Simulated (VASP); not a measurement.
Wanted: the native input for a VASP 6.6.1 run.

* Task: single point
* Functional: PBE
* Potentials or basis: VASP PAW PBE potentials, release 64 (Ba_sv, S)
* Cutoff: 500 eV
* k mesh: 6 × 6 × 6
* Occupations: gaussian, width 0.02 eV
* Spin: no spin polarisation
* Dipole correction: no
* Further INCAR settings: ALGO = Normal; EDIFF = 1e-06; NBANDS = 15

The structure of BaS lies in POSCAR:

```
BaS
1.0
    0.0000000000      3.3284183313      3.3284183313
    3.3284183313      0.0000000000      3.3284183313
    3.3284183313      3.3284183313      0.0000000000
Ba S
1 1
Direct
    0.0000000000      0.0000000000      0.0000000000
    0.7500000000      0.7500000000      0.7500000000
```

This cell differs from its parent crystal: Be replaced by Ba, lengths x 1.355, strained.

One way to write it, as run:

INCAR

```
PREC = Accurate ; ENCUT = 500
EDIFF = 1E-6 ; ISMEAR = 0
SIGMA = 0.02 ; LREAL = F
LASPH = T ; NELM = 120
ALGO = Normal ; ISIF = 2
LWAVE = F ; LCHARG = T
GGA = PE ; LELF = T
LVHAR = T ; NBANDS = 15
GGA_COMPAT = F
```

KPOINTS

```
Automatic mesh
0
Gamma
  6 6 6
```

Potentials or basis: VASP PAW PBE potentials, release 64 (Ba_sv, S).

Command:

```sh
$ cat potpaw_PBE.64/Ba_sv/POTCAR potpaw_PBE.64/S/POTCAR > POTCAR
$ mpirun -np 1 vasp_std > vasp.out
```

Results of the run:

The pressure is 7.2 GPa. The band gap on the k mesh is 2.98 eV (least direct gap 3.40 eV).

Caveat: the cell differs from its parent crystal (Be replaced by Ba, lengths x 1.355, strained); the cell stands under pressure; spin-orbit coupling is left out, which moves the levels of the heavy elements.

It took 25 s on 1 thread of Intel Xeon 8259CL (shared host), peak memory 0.21 GiB.
